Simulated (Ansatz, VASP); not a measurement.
## Two plane-wave programs on TaTe2H

```xyz
4
Lattice="-3.2620 3.2620 2.5548 3.2620 -3.2620 2.5548 3.2620 3.2620 -2.5548" Properties=species:S:1:pos:R:3 pbc="T T T"
Ta    0.0000    0.0000    1.0061
Te    0.0000    3.2620    2.2613
Te    3.2620    0.0000    2.2613
H     0.0000    0.0000    3.4773
```

Alike in both runs: task relaxation of cell and atoms; functional PBE; k mesh 4 × 4 × 4; occupations gaussian, width 0.1 eV; no spin polarisation.

|  | VASP | Ansatz |
| --- | --- | --- |
| version | VASP 6.6.1 | Ansatz 0.2.0 |
| potentials or method | VASP PAW PBE potentials, release 64 (Ta_pv, Te, H), cutoff 600 eV | scalar-relativistic, plane waves, PAW |
| valence electrons in the cell | 24 | 46 |

Ansatz gave:

* gap on the k mesh at the Fermi level, each at its own relaxed structure (eV): none
* relaxed volume (Å³/atom): 20.95
* relaxed cell length with the largest relative difference (Å): 4.868

Question: Estimate VASP's values.

Answer: gap on the k mesh at the Fermi level, each at its own relaxed structure (eV): none; relaxed volume (Å³/atom): 20.91; relaxed cell length with the largest relative difference (Å): 4.866.

A gap of «none» marks a metal or a gap that the smearing closes. VASP's potentials hold 24 valence electrons a cell and Ansatz's 46, so a difference there can come from the potentials and not from the codes.

The k mesh is coarse, so the values compare programs but aren't converged. Neither program's run includes spin-orbit coupling. Noted on VASP's run: the volume moved by over 15 % at a fixed basis, so the end points are rough.
